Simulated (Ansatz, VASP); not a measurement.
InSb3: VASP beside Ansatz

File INCAR:

```
SYSTEM = InSb3
ALGO = Normal ; EDIFF = 1E-7
ENCUT = 520 ; GGA = PE
ISIF = 2 ; ISMEAR = 0
IVDW = 12 ; LASPH = .TRUE.
LCHARG = .FALSE. ; LREAL = .FALSE.
LWAVE = .FALSE. ; NBANDS = 22
NELM = 60 ; PREC = Accurate
SIGMA = 0.15
```

The input KPOINTS:

```
k-points
0
G
  8 8 8
  0 0 0
```

POSCAR

```
InSb3
1.0
    0.0000000000      3.7279225313      3.7279225313
    3.7279225313      0.0000000000      3.7279225313
    3.7279225313      3.7279225313      0.0000000000
In Sb
1 3
Direct
    0.0000000000      0.0000000000      0.0000000000
    0.2500000000      0.2500000000      0.2500000000
    0.7500000000      0.7500000000      0.7500000000
    0.5000000000      0.5000000000      0.5000000000
```

Input for Ansatz:

```yaml
crystal:
  lattice:
    - [0.0, 3.7279225313, 3.7279225313]
    - [3.7279225313, 0.0, 3.7279225313]
    - [3.7279225313, 3.7279225313, 0.0]
  atoms:
    - { symbol: In, position: [0.0, 0.0, 0.0] }
    - { symbol: Sb, position: [0.25, 0.25, 0.25] }
    - { symbol: Sb, position: [0.75, 0.75, 0.75] }
    - { symbol: Sb, position: [0.5, 0.5, 0.5] }
basis:
  ecutwfc: 420
kpoints:
  mp_grid: { grid: [8, 8, 8] }
hamiltonian:
  xc: pbe
  dispersion: d3bj
scf:
  occupations: { method: gaussian, width: 0.15 }
output:
  forces: true
  stress: true
  eigenvalues: true
  write_density: true
  write_potential: true
  elf: true
  volumetric_format: npy
```

Alike in both runs: task single point; functional PBE; dispersion D3(BJ); k mesh 8 × 8 × 8; occupations gaussian, width 0.15 eV; no spin polarisation.

|  | VASP | Ansatz |
| --- | --- | --- |
| version | VASP 6.6.1 | Ansatz 0.2.0 |
| potentials or method | VASP PAW PBE potentials, release 64 (In_d, Sb), cutoff 520 eV | scalar-relativistic, plane waves, PAW |
| valence electrons in the cell | 28 | 58 |

|  | VASP | Ansatz | Ansatz less VASP |
| --- | --- | --- | --- |
| gap on the k mesh at the Fermi level (eV) | none | none | - |
| pressure (GPa) | -0.2 | -0.1 | +0.09 |

A gap of «none» marks a metal or a gap that the smearing closes. VASP's potentials hold 28 valence electrons a cell and Ansatz's 58, so a difference there can come from the potentials and not from the codes.

Neither program's run includes spin-orbit coupling.
